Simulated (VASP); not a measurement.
Set up this calculation in VASP 6.6.1, as the native input.

- Task: single point
- Functional: PBE
- Potentials or basis: VASP PAW PBE potentials, release 64 (Cd, Se)
- Cutoff: 520 eV
- k mesh: 10 × 10 × 10
- Occupations: gaussian, width 0.05 eV
- Spin: no spin polarisation
- Dipole correction: no
- Further INCAR settings: ALGO = Normal; EDIFF = 1e-07; NBANDS = 16

The structure of CdSe lies in POSCAR:

```
CdSe
1.0
    0.0000000000      3.2481066915      3.2481066915
    3.2481066915      0.0000000000      3.2481066915
    3.1627897557      3.1627897557      0.0853169358
Cd Se
1 1
Direct
    0.0000000000      0.0000000000      0.0000000000
    0.7500000000      0.7500000000      0.7500000000
```

The input as run:

INCAR

```
PREC = Accurate
ENCUT = 520
EDIFF = 1E-7
ISMEAR = 0
SIGMA = 0.05
LREAL = F
LASPH = T
NELM = 60
ALGO = Normal
ISIF = 2
LWAVE = F
LCHARG = F
GGA = PE
NBANDS = 16
```

KPOINTS

```
Automatic mesh
0
Gamma
  10 10 10
```

Potentials or basis: VASP PAW PBE potentials, release 64 (Cd, Se).

Launch:

```console
$ cat potpaw_PBE.64/Cd/POTCAR potpaw_PBE.64/Se/POTCAR > POTCAR
$ mpirun -np 1 vasp_std > vasp.out
```

Results of the run:

```
Pressure               : -3.3 GPa
Largest force          : 0.137 eV/Å
Band gap on the k mesh : 0.33 eV, direct
```

Run time: 4.5 min on 1 thread of AMD EPYC 7R13 Processor (Zen 3), with other jobs on the host, peak memory 0.25 GiB.
